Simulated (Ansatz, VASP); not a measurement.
## BN in VASP and in Ansatz

Contents of POSCAR:

```
BN
1.0
    2.5156305077      0.0000000000      0.0000000000
   -1.2578152539      2.1785999262      0.0000000000
    0.0000000000      0.0000000000      4.2268550000
B N
2 2
Direct
    0.6666666667      0.3333333333      0.9997240000
    0.3333333333      0.6666666667      0.4997240000
    0.6666666667      0.3333333333      0.6252760000
    0.3333333333      0.6666666667      0.1252760000
```

File INCAR.step1:

```
PREC = Accurate
ENCUT = 910
ISMEAR = 0
SIGMA = 0.05
LREAL = False
LASPH = True
NELM = 120
NBANDS = 16
GGA = PE
ALGO = Normal
EDIFF = 1E-5
LWAVE = True
LCHARG = False
GGA_COMPAT = False
```

File INCAR.step2:

```
PREC = Accurate
ENCUT = 910
EDIFF = 1E-6
ISMEAR = 0
SIGMA = 0.05
LREAL = False
LASPH = True
NELM = 120
ALGO = Normal
ISIF = 2
LWAVE = False
LCHARG = False
METAGGA = R2SCAN
LMIXTAU = True
NBANDS = 16
ISTART = 1
GGA_COMPAT = False
```

File KPOINTS:

```
Automatic mesh
0
Gamma
  12 12 6
```

Input for Ansatz:

```yaml
crystal:
  lattice:
    - [2.5156305077, 0.0, 0.0]
    - [-1.2578152539, 2.1785999262, 0.0]
    - [0.0, 0.0, 4.226855]
  atoms:
    - { symbol: B, position: [0.6666666667, 0.3333333333, 0.999724] }
    - { symbol: B, position: [0.3333333333, 0.6666666667, 0.499724] }
    - { symbol: "N", position: [0.6666666667, 0.3333333333, 0.625276] }
    - { symbol: "N", position: [0.3333333333, 0.6666666667, 0.125276] }
basis:
  ecutwfc: 500
kpoints:
  mp_grid: { grid: [12, 12, 6] }
hamiltonian:
  xc: r2scan
scf:
  occupations: { method: gaussian, width: 0.05 }
output:
  forces: true
  stress: true
  eigenvalues: true
  write_density: true
  write_potential: true
  elf: true
  volumetric_format: npy
```

Change from the starting cell: strain -0.0150 x Voigt [1, 1, 0, 0, 0, 0], atoms carried along.

Alike in both runs: task single point; functional r2SCAN; k mesh 12 × 12 × 6; occupations gaussian, width 0.05 eV; no spin polarisation.

|  | VASP | Ansatz |
| --- | --- | --- |
| version | VASP 6.6.1 | Ansatz 0.2.0 |
| potentials or method | VASP PAW PBE potentials, release 64 (B_h, N_h), cutoff 910 eV | scalar-relativistic, plane waves, PAW |
| valence electrons in the cell | 16 | 16 |

Ansatz gave:

| Item | Value |
| --- | --- |
| gap on the k mesh at the Fermi level (eV) | 5.66 |
| least direct gap on the mesh (eV) | 8.90 |

Q: Estimate VASP's values.

A: gap on the k mesh at the Fermi level (eV): 5.64; least direct gap on the mesh (eV): 8.90.

VASP's potentials were made for PBE, not for r2SCAN.

Noted on VASP's run: the cutoff is short for stress, so the pressure is rough.
